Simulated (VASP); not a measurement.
Set up this calculation in VASP 6.6.1, as the native input.

* Task: single point
* Functional: PBE
* Potentials or basis: VASP PAW PBE potentials, release 64 (Pb_d, Te)
* Cutoff: 520 eV
* k mesh: 11 × 11 × 11
* Occupations: fermi-dirac, width 0.08 eV
* Spin: no spin polarisation
* Dipole correction: no
* Further INCAR settings: ALGO = Normal; EDIFF = 1e-06; NBANDS = 17

The structure of TePb (CsCl type) lies in POSCAR:

```
TePb
1.0
    3.9058049135      0.0000000000      0.0000000000
    0.0000000000      3.9058049135      0.0000000000
    0.0000000000      0.0000000000      3.9058049135
Pb Te
1 1
Direct
    0.0000000000      0.0000000000      0.0000000000
    0.5000000000      0.5000000000      0.5000000000
```

These files were run (other wordings do the same):

INCAR

```
PREC     = Accurate       # precision mode
ENCUT    = 520            # plane-wave cutoff, eV
EDIFF    = 1E-6           # SCF threshold, eV
ISMEAR   = -1             # smearing method
SIGMA    = 0.08           # smearing width, eV
LREAL    = False          # projectors in reciprocal space
LASPH    = True           # aspherical terms in the spheres
NELM     = 100            # most SCF steps
ALGO     = Normal         # electronic algorithm
ISIF     = 2              # what is computed and relaxed
LWAVE    = False          # write WAVECAR
LCHARG   = False          # write CHGCAR
GGA      = PE             # functional
NBANDS   = 17             # bands
```

KPOINTS

```
Automatic mesh
0
Gamma
  11 11 11
```

Potentials or basis: VASP PAW PBE potentials, release 64 (Pb_d, Te).

Run with:

```bash
$ cat potpaw_PBE.64/Pb_d/POTCAR potpaw_PBE.64/Te/POTCAR > POTCAR
$ mpirun -np 1 vasp_std > vasp.out
```

Results of the run:

| Property | Result |
| --- | --- |
| Pressure | 3.2 GPa |
| Band gap on the k mesh | zero (bands 10 and 11 overlap by 1.26 eV) |

Caveat: the cell stands under pressure; spin-orbit coupling is left out, which moves the levels of the heavy elements.

It took 41 s on 1 thread of Intel(R) Xeon(R) Platinum 8259CL CPU @ 2.50GHz (Skylake/Cascade Lake) (shared host), peak memory 0.2 GiB.
